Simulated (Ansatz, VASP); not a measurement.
## GaN in VASP and in Ansatz

```xyz
2
Lattice="0.0000 2.1954 2.0198 2.1954 0.0000 2.0198 2.1954 2.1954 0.0000" Properties=species:S:1:pos:R:3 pbc="T T T"
Ga    0.0000    0.0000    0.0000
N     2.1954    2.1954    2.0198
```

Alike in both runs: task single point; functional r2SCAN; k mesh 12 × 12 × 12; occupations gaussian, width 0.05 eV; no spin polarisation.

|  | VASP | Ansatz |
| --- | --- | --- |
| version | VASP 6.6.1 | Ansatz 0.2.0 |
| potentials or method | VASP PAW PBE potentials, release 64 (Ga_d, N), cutoff 520 eV | scalar-relativistic, plane waves, PAW |
| valence electrons in the cell | 18 | 18 |

```tsv
	VASP	Ansatz	Ansatz less VASP
gap on the k mesh at the Fermi level (eV)	0.54	0.56	+0.024
least direct gap on the mesh (eV)	2.73	2.70	-0.029
pressure (GPa)	-4.9	-5.9	-1.05
traceless stress, the component that is largest in VASP (GPa)	9.42	8.72	-0.696
```

VASP's potentials were made for PBE, not for r2SCAN. The functional is the same, so the differences come from potentials, cutoffs and numerics.
